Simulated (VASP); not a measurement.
Wanted: the native input for a VASP 6.6.1 run.

| Item | Value |
| --- | --- |
| Task | single point |
| Functional | r2SCAN |
| Potentials or basis | VASP PAW PBE potentials, release 64 (C) |
| Cutoff | 520 eV |
| k mesh | 24 × 24 × 8 |
| Occupations | gaussian, width 0.1 eV |
| Spin | no spin polarisation |
| Dipole correction | no |
| Further INCAR settings | ALGO = Normal; EDIFF = 1e-06; NBANDS = 16 |

C:

```
C
1.0
     2.41897    0.00000    0.00000
    -1.20949    2.09489    0.00000
     0.00000    0.00000    7.09975
C
4
Direct
  0.00000 0.00000 0.25000
  0.00000 0.00000 0.75000
  0.33333 0.66667 0.25000
  0.66667 0.33333 0.75000
```

This cell differs from its parent crystal: biaxial strain in the a-b plane: -1.5 %.

One way to write it, as run:

POSCAR

```
C
1.0
    2.4189710544      0.0000000000      0.0000000000
   -1.2094855272      2.0948903842      0.0000000000
    0.0000000000      0.0000000000      7.0997547516
C
4
Direct
    0.0000000000      0.0000000000      0.2500000000
    0.0000000000      0.0000000000      0.7500000000
    0.3333333333      0.6666666667      0.2500000000
    0.6666666667      0.3333333333      0.7500000000
```

INCAR.step1

```
  ALGO = Normal
  EDIFF = 1E-4
  ENCUT = 520
  GGA = PE
  ISMEAR = 0
  LASPH = T
  LCHARG = F
  LREAL = F
  LWAVE = T
  NBANDS = 16
  NELM = 100
  PREC = Accurate
  SIGMA = 0.1
```

INCAR.step2

```
  ALGO = Normal
  EDIFF = 1E-6
  ENCUT = 520
  ISIF = 2
  ISMEAR = 0
  ISTART = 1
  LASPH = T
  LCHARG = F
  LMIXTAU = T
  LREAL = F
  LWAVE = F
  METAGGA = R2SCAN
  NBANDS = 16
  NELM = 100
  PREC = Accurate
  SIGMA = 0.1
```

KPOINTS

```
k-points
0
Gamma
  24 24 8
```

Potentials or basis: VASP PAW PBE potentials, release 64 (C).

Command:

```console
$ cat potpaw_PBE.64/C/POTCAR > POTCAR
$ cp INCAR.step1 INCAR
$ mpirun -np 1 vasp_std > vasp.out
$ cp INCAR.step2 INCAR
$ mpirun -np 1 vasp_std > vasp.out
```

It gave:

```json
{
 "Pressure": "13.7 GPa",
 "Band gap on the k mesh": "zero (band 8 reaches 4.48 eV, above the bottom of band 9 at 4.47 eV)"
}
```

Caveat: the cell differs from its parent crystal (biaxial strain in the a-b plane: -1.5 %); the PAW data sets were made with another functional, which shifts forces and pressure a little.

It took 4.2 min on 1 thread of Intel(R) Xeon(R) 6975P-C (Granite Rapids), with other jobs on the host, peak memory 0.23 GiB.
